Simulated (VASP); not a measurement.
# Co (P-3m1) in VASP: notebook

Co is run at these levels: LDA, PBEsol; tasks: single point, relaxation of cell and atoms.

Everything below comes from runs of VASP 6.6.1. Logs are shortened: lines on timing, memory, paths and dates and some standing lists are left out, and cuts for length are marked.

## 1. The cell of the first run

Symmetry: P-3m1, No. 164, trigonal system. Conventional cell: a = 2.536 Å, b = 2.536 Å, c = 4.143 Å, α = 90.00°, β = 90.00°, γ = 120.00°. Within 3.3 Å of Co (site symmetry 3m) lie 12 Co at 2.47 to 2.60 Å.

## 2. Single point, LDA, collinear spin, ferromagnetic start

File INCAR:

```
SYSTEM = Co
ALGO = Normal ; EDIFF = 1E-6
ENCUT = 600 ; GGA_COMPAT = .False.
ISIF = 2 ; ISMEAR = -1
ISPIN = 2 ; LASPH = .True.
LCHARG = .False. ; LMAXMIX = 4
LORBIT = 11 ; LREAL = .False.
LWAVE = .False. ; MAGMOM = 2 2
NBANDS = 28 ; NELM = 200
PREC = Accurate ; SIGMA = 0.05
```

File KPOINTS:

```
k-points
0
Gamma
  12 12 7
  0 0 0
```

File POSCAR:

```
Co
1.0
    2.5361491194      0.0000000000      0.0000000000
   -1.2680745597      2.1963695652      0.0000000000
    0.0000000000      0.0000000000      4.1429820789
Co
2
Direct
    0.3333333333      0.6666666667      0.7401390000
    0.6666666667      0.3333333333      0.2598610000
```

Potentials or basis: VASP PAW LDA potentials, release 64 (Co_sv).

The run is started by

```console
> cat potpaw_LDA.64/Co_sv/POTCAR > POTCAR
> mpirun -np 1 vasp_std > vasp.out
```

OUTCAR:

```text
SYSTEM = Co
   EDIFF = 1E-6
   ENCUT = 600
   ISIF = 2
   ISMEAR = -1
   ISPIN = 2
   LASPH = .True.
   LORBIT = 11
   LREAL = .False.
   NELM = 200
   PREC = Accurate

 ion  position               nearest neighbor table
   1  0.333  0.667  0.740-   2 2.47   2 2.47   2 2.47
   2  0.667  0.333  0.260-   1 2.47   1 2.47   1 2.47

  LATTYP: Found a hexagonal cell.
 ALAT       =     2.5361491194
 C/A-ratio  =     1.6335719565

  Lattice vectors:

 A1 = (   2.5361491194,   0.0000000000,   0.0000000000)
 A2 = (  -1.2680745597,   2.1963695652,   0.0000000000)
 A3 = (   0.0000000000,   0.0000000000,   4.1429820789)

Analysis of symmetry for initial positions (statically):
=====================================================================
 Subroutine PRICEL returns:
 Original cell was already a primitive cell.

 Routine SETGRP: Setting up the symmetry group for a
 hexagonal supercell.

 Subroutine GETGRP returns: Found 12 space group operations
 (whereof 12 operations were pure point group operations)
 out of a pool of 24 trial point group operations.

The static configuration has the point symmetry D_3d.

Analysis of symmetry for dynamics (positions and initial velocities):
=====================================================================
 Subroutine PRICEL returns:
 Original cell was already a primitive cell.

 Routine SETGRP: Setting up the symmetry group for a
 hexagonal supercell.

 Subroutine GETGRP returns: Found 12 space group operations
 (whereof 12 operations were pure point group operations)
 out of a pool of 24 trial point group operations.

The dynamic configuration has the point symmetry D_3d.

Analysis of structural, dynamic, and magnetic symmetry:
=====================================================================
 Subroutine PRICEL returns:
 Original cell was already a primitive cell.

 Routine SETGRP: Setting up the symmetry group for a
 hexagonal supercell.

 Subroutine GETGRP returns: Found 12 space group operations
 (whereof 12 operations were pure point group operations)
 out of a pool of 24 trial point group operations.

The overall configuration has the point symmetry D_3d.

 Subroutine INISYM returns: Found 12 space group operations
 (whereof 12 operations are pure point group operations),
 and found     1 'primitive' translations

----------------------------------------------------------------------------------------

                                     Primitive cell

  volume of cell :      23.0777

  direct lattice vectors                    reciprocal lattice vectors
     2.536149119  0.000000000  0.000000000     0.394298581  0.227648392  0.000000000
    -1.268074560  2.196369565  0.000000000     0.000000000  0.455296784  0.000000000
     0.000000000  0.000000000  4.142982079     0.000000000  0.000000000  0.241372031

  length of vectors
     2.536149119  2.536149119  4.142982079     0.455296784  0.455296784  0.241372031

  position of ions in fractional coordinates (direct lattice)
     0.333333333  0.666666667  0.740139000
     0.666666667  0.333333333  0.259861000

  ion indices of the primitive-cell ions
   primitive index   ion index
                 1           1
                 2           2

----------------------------------------------------------------------------------------

 KPOINTS: k-points

Automatic generation of k-mesh.
 Grid dimensions read from file:
 generate k-points for:   12   12    7

 Generating k-lattice:

  Cartesian coordinates                     Fractional coordinates (reciprocal lattice)
     0.032858215  0.018970699  0.000000000     0.083333333  0.000000000  0.000000000
     0.000000000  0.037941399  0.000000000     0.000000000  0.083333333  0.000000000
     0.000000000  0.000000000  0.034481719     0.000000000  0.000000000  0.142857143

  Length of vectors
     0.037941399  0.037941399  0.034481719

  Shift w.r.t. Gamma in fractional coordinates (k-lattice)
     0.000000000  0.000000000  0.000000000

 Subroutine IBZKPT returns following result:
 ===========================================

 Found    112 irreducible k-points:

 Following reciprocal coordinates:
            Coordinates               Weight
  0.000000  0.000000  0.000000      1.000000
  0.083333 -0.000000  0.000000      6.000000
  0.166667 -0.000000  0.000000      6.000000
  0.250000  0.000000  0.000000      6.000000
  0.333333 -0.000000  0.000000      6.000000
  0.416667 -0.000000  0.000000      6.000000
[... 16 lines left out ...]
  0.166667 -0.000000  0.142857      6.000000
  0.000000  0.166667  0.142857      6.000000
 [... further k-points ...]
   k-points           NKPTS =    112   k-points in BZ     NKDIM =    112   number of bands    NBANDS=     28
   number of dos      NEDOS =    301   number of ions     NIONS =      2
   total plane-waves  NPLWV =  14400
   dimension x,y,z NGX =    20 NGY =   20 NGZ =   36
   dimension x,y,z NGXF=    40 NGYF=   40 NGZF=   72
   ions per type =               2
   NGX,Y,Z   is equivalent  to a cutoff of  13.11, 13.11, 14.45 a.u.
   NGXF,Y,Z  is equivalent  to a cutoff of  26.22, 26.22, 28.89 a.u.
 SYSTEM =  Co
   PREC   = accura    normal or accurate (medium, high low for compatibility)
   ISTART =      0    job   : 0-new  1-cont  2-samecut
   ICHARG =      2    charge: 1-file 2-atom 10-const
   ISPIN  =      2    spin polarized calculation?
   LNONCOLLINEAR =      F non collinear calculations
   LSORBIT =      F    spin-orbit coupling
   LASPH  =      T    aspherical Exc in radial PAW
   ENCUT  =  600.0 eV  44.10 Ry    6.64 a.u.   5.07  5.07  8.27*2*pi/ulx,y,z
   NELM   =    200;   NELMIN=  2; NELMDL= -5     # of ELM steps
   EDIFF  = 0.1E-05   stopping-criterion for ELM
   LREAL  =      F    real-space projection
   EDIFFG = 0.1E-04   stopping-criterion for IOM
   NSW    =      0    number of steps for IOM
   IBRION =     -1    ionic relax: 0-MD 1-quasi-New 2-CG
   NFREE  =      0    steps in history (QN), initial steepest desc. (CG)
   ISIF   =      2    stress and relaxation
   ISYM   =      2    0-nonsym 1-usesym 2-fastsym
   POTIM  = 0.5000    time-step for ionic-motion
   TEBEG  =    0.0;   TEEND  =   0.0 temperature during run
   PSTRESS=    0.0 pullay stress
   NELECT =      34.0000    total number of electrons
   NUPDOWN=      -1.0000    fix difference up-down
   EMIN   =  10.00;   EMAX   =-10.00  energy-range for DOS
   EFERMI =   0.00;   METHOD = LEGACY
   ISMEAR =    -1;   SIGMA  =   0.05  broadening in eV -4-tet -1-fermi 0-gaus
   EFERMI_NEDOS =   21; number of points for ismear=-14 and -15
   IALGO  =     38    algorithm
   IMIX   =      4    mixing-type and parameters
     AMIX     =   0.40;   BMIX     =  1.00
     AMIX_MAG =   1.60;   BMIX_MAG =  1.00
  volume/ion in A,a.u.               =      11.54        77.87
  Fermi-wavevector in a.u.,A,eV,Ry     =   1.862816  3.520213 47.213371  3.470085
  Thomas-Fermi vector in A             =   2.910308
   LORBIT       =     11    0 simple, 1 ext, 2 COOP (PROOUT), +10 PAW based schemes
   GGA     = CA    functional components
   LHFCALC =     F    Hartree Fock is set to
   AEXX    =    0.0000 exact exchange contribution
   IVDW    =     0    specifies the selected vdW correction
   LEPSILON=     F    determine dielectric tensor
   LRPA    =     F    only Hartree local field effects (RPA)
 spin polarized calculation
  energy-cutoff  :      600.00
  volume of cell :       23.08
 maximum number of plane-waves:       783
   NGX = 11   NGY = 11   NGZ = 17

 number of electron      34.0000028 magnetization       3.2389923

 Free energy of the ion-electron system (eV)
  ---------------------------------------------------
  ext. energy  EPLUGINS =         0.00000000
  ---------------------------------------------------
  free energy    TOTEN  =       -16.03432549 eV

  energy without entropy =      -16.01749211  energy(sigma->0) =      -16.02590880

 E-fermi :  10.6058     XC(G=0): -13.9231

 val. band max:       10.5998989488   @ k =  -0.0833   0.5000   0.4286
 cond. band min:      10.6075501477   @ k =   0.0000   0.4167   0.1429
 fundamental gap:      0.0076511989
 Fermi energy:        10.6057740854

 spin component 1

 k-point     1 :       0.0000    0.0000    0.0000
  band No.  band energies     occupation
      1     -84.2505      1.00000
      2     -84.2042      1.00000
      3     -48.1816      1.00000
      4     -47.9398      1.00000
      5     -47.9398      1.00000
      6     -47.9074      1.00000
[... 20 lines left out ...]
     27      35.4201      0.00000
     28      35.4201      0.00000

 k-point     2 :       0.0833   -0.0000    0.0000
  band No.  band energies     occupation
      1     -84.2479      1.00000
      2     -84.2030      1.00000
      3     -48.1754      1.00000
      4     -47.9533      1.00000
      5     -47.9440      1.00000
      6     -47.9127      1.00000
[... 674 lines left out ...]
 k-point    24 :       0.0000    0.1667    0.1429
  band No.  band energies     occupation
      1     -84.2387      1.00000
      2     -84.2015      1.00000
      3     -48.1487      1.00000
      4     -47.9884      1.00000
      5     -47.9601      1.00000
      6     -47.9536      1.00000
[... 20 lines left out ...]
     27      35.8551      0.00000
     28      36.7789      0.00000

 [... further k-points ...]

 spin component 2

 k-point     1 :       0.0000    0.0000    0.0000
  band No.  band energies     occupation
      1     -82.3573      1.00000
      2     -82.3078      1.00000
      3     -46.3603      1.00000
      4     -46.1046      1.00000
      5     -46.1046      1.00000
      6     -46.0634      1.00000
[... 20 lines left out ...]
     27      35.8631      0.00000
     28      35.8631      0.00000

 k-point     2 :       0.0833   -0.0000    0.0000
  band No.  band energies     occupation
      1     -82.3545      1.00000
      2     -82.3065      1.00000
      3     -46.3536      1.00000
      4     -46.1193      1.00000
      5     -46.1092      1.00000
      6     -46.0758      1.00000
[... 674 lines left out ...]
 k-point    24 :       0.0000    0.1667    0.1429
  band No.  band energies     occupation
      1     -82.3447      1.00000
      2     -82.3049      1.00000
      3     -46.3248      1.00000
      4     -46.1570      1.00000
      5     -46.1262      1.00000
      6     -46.1196      1.00000
[... 20 lines left out ...]
     27      36.1815      0.00000
     28      37.1803      0.00000

 [... further k-points ...]
[... 5 lines left out ...]
  --------------------------------------------------------------------------------------
  -------------------------------------------------------------------------------------
  Total       -4.1864085     -4.1864085     -4.5474160      0.0000000      0.0000000      0.0000000
  in kB     -290.6423687   -290.6423687   -315.7053969      0.0000000      0.0000000      0.0000000
  external PRESSURE =    -298.9967115 kB  Pullay stress =       0.0000000 kB

 VOLUME and BASIS-vectors are now :
 -----------------------------------------------------------------------------
  energy-cutoff  :      600.00
  volume of cell :       23.08
      direct lattice vectors                 reciprocal lattice vectors
     2.536149119  0.000000000  0.000000000     0.394298581  0.227648392  0.000000000
    -1.268074560  2.196369565  0.000000000     0.000000000  0.455296784  0.000000000
     0.000000000  0.000000000  4.142982079     0.000000000  0.000000000  0.241372031

 POSITION                                       TOTAL-FORCE (eV/Angst)
 -----------------------------------------------------------------------------------
     -0.00000      1.46425      3.06638        -0.000000      0.000000      0.243859
      1.26807      0.73212      1.07660         0.000000     -0.000000     -0.243859
 -----------------------------------------------------------------------------------
    total drift:                               -0.000000      0.000000      0.000000

  FREE ENERGIE OF THE ION-ELECTRON SYSTEM (eV)
  ---------------------------------------------------
  free  energy   TOTEN  =       -16.0343254896 eV

  energy  without entropy=      -16.0174921126  energy(sigma->0) =      -16.02590880

 total charge

# of ion       s       p       d       tot
------------------------------------------
    1        2.237   6.101   6.689  15.027
    2        2.237   6.101   6.689  15.027
--------------------------------------------------
tot          4.473  12.203  13.378  30.054

 magnetization (x)

# of ion       s       p       d       tot
------------------------------------------
    1       -0.004  -0.010   1.671   1.657
    2       -0.004  -0.010   1.671   1.657
--------------------------------------------------
tot         -0.008  -0.021   3.342   3.313
```

Wall time 1.7 min (1 thread of Intel Xeon Platinum 8488C (Sapphire Rapids), shared host); peak memory 0.22 GiB.

What came out:

- Free energy: -16.0343 eV
- Pressure: -29.9 GPa
- Largest force: 0.244 eV/Å
- Net moment: 3.24 μB per cell
- Site moments: Co +1.66 μB
- Valence electrons inside the program's atomic spheres: Co 15.03

Forces in eV/Å, atoms in the order of the input:
```
Co   0.000  0.000  0.244
Co   0.000  0.000 -0.244
```

Levels at points of the mesh, in eV from the Fermi level:
Spin up:
| k point | band 17 | band 18 | band 19 | band 20 | band 21 | band 22 |
| --- | --- | --- | --- | --- | --- | --- |
| (0.00, 0.00, 0.00) | -1.73 | -0.74 | -0.74 | -0.19 | 5.68 | 21.46 |
| (0.50, 0.00, 0.00) | -0.57 | -0.45 | 1.23 | 3.08 | 8.95 | 9.81 |
Spin down:
| k point | band 11 | band 12 | band 13 | band 14 | band 15 | band 16 | band 17 | band 18 | band 19 | band 20 |
| --- | --- | --- | --- | --- | --- | --- | --- | --- | --- | --- |
| (0.00, 0.00, 0.00) | -0.99 | -0.90 | -0.90 | -0.61 | -0.61 | -0.12 | -0.12 | -0.03 | 0.96 | 0.96 |
| (0.50, 0.00, 0.00) | -2.98 | -1.61 | -1.02 | -0.97 | -0.60 | 1.09 | 1.17 | 1.25 | 2.40 | 4.05 |

Caveat: the cell stands under tension.

## 3. Relaxation of cell and atoms, PBEsol, collinear spin, ferromagnetic start, target pressure 2 GPa, at which the enthalpy is minimised

This run uses another cell than the first one, of 10.89 Å³/atom.

File INCAR:

```
PREC = Accurate ; ENCUT = 600
EDIFF = 1E-6 ; ISMEAR = -1
SIGMA = 0.05 ; LREAL = F
LASPH = T ; NELM = 150
ALGO = Normal ; ISIF = 3
LWAVE = F ; LCHARG = F
ISPIN = 2 ; MAGMOM = 2 2
LORBIT = 11 ; LMAXMIX = 4
GGA = PS ; IBRION = 2
NSW = 60 ; EDIFFG = -0.01
PSTRESS = 20.0
```

File KPOINTS:

```
Automatic mesh
0
Gamma
  12 12 7
```

File POSCAR:

```
Co
1.0
    2.4873648738      0.0000000000      0.0000000000
   -1.2436824369      2.1541211692      0.0000000000
    0.0000000000      0.0000000000      4.0632895034
Co
2
Direct
    0.3333333333      0.6666666667      0.7401390000
    0.6666666667      0.3333333333      0.2598610000
```

Potentials or basis: VASP PAW PBE potentials, release 64 (Co).

The run is started by

```console
> cat potpaw_PBE.64/Co/POTCAR > POTCAR
> mpirun -np 1 vasp_std > vasp.out
```

It took 8.8 min on 1 thread of Intel Xeon 8259CL, shared host; peak memory 0.17 GiB.

Results (log left out):

```
Free energy                                                : -15.4750 eV
Relaxed volume                                             : 10.23 Å³/atom
Relaxed cell                                               : a = 2.447 Å, b = 2.447 Å, c = 3.947 Å, α = 90.00°, β = 90.00°, γ = 120.00°
Space group after relaxing (to 0.1 Å)                      : P6_3/mmc (No. 194)
Energy change on relaxing (the run minimises the enthalpy) : -29.1 meV/atom
Ionic steps                                                : 7
Pressure after relaxing                                    : 2.0 GPa
Net moment                                                 : 3.08 μB per cell
Site moments                                               : Co +1.54 μB
Valence electrons inside the program's atomic spheres      : Co 8.39
```

Forces in eV/Å, atoms in the order of the input:
```
Co   0.000  0.000  0.003
Co   0.000  0.000 -0.003
```

The path:
```tsv
step	energy change (eV)	largest force (eV/Å)	pressure (GPa)	volume (Å³)
1	0.0000	0.4293	-10.11	21.77
2	0.0248	0.4418	19.77	19.28
3	-0.0430	0.4888	3.22	20.42
4	-0.0567	0.0939	2.77	20.40
5	-0.0572	0.0011	2.86	20.40
6	-0.0590	0.0053	1.05	20.55
7	-0.0582	0.0027	2.04	20.46
```

Final structure:
```
Co
1.0
     2.44670    0.00000    0.00000
    -1.22335    2.11891    0.00000
     0.00000    0.00000    3.94740
Co
2
Direct
  0.33333 0.66667 0.74996
  0.66667 0.33333 0.25004
```

Levels at points of the mesh, in eV from the Fermi level:
Spin up:
```csv
k point,band 7,band 8,band 9,band 10,band 11,band 12,band 13,band 14,band 15
"(0.00, 0.00, 0.00)",-2.28,-1.90,-1.90,-0.68,-0.68,-0.13,6.92,22.39,25.52
"(0.50, 0.00, 0.00)",-2.18,-0.55,-0.43,-0.38,1.48,3.62,10.15,10.86,13.30
```
Spin down:
```csv
k point,band 5,band 6,band 7,band 8,band 9,band 10
"(0.00, 0.00, 0.00)",-1.09,-0.68,-0.68,-0.24,-0.24,-0.10
"(0.50, 0.00, 0.00)",-1.27,-1.14,-0.69,1.23,1.39,1.42
```

Caveat: the cell is relaxed towards a set pressure, so the run minimises the enthalpy, not the energy; the PAW data sets were made with another functional, which shifts forces and pressure a little.
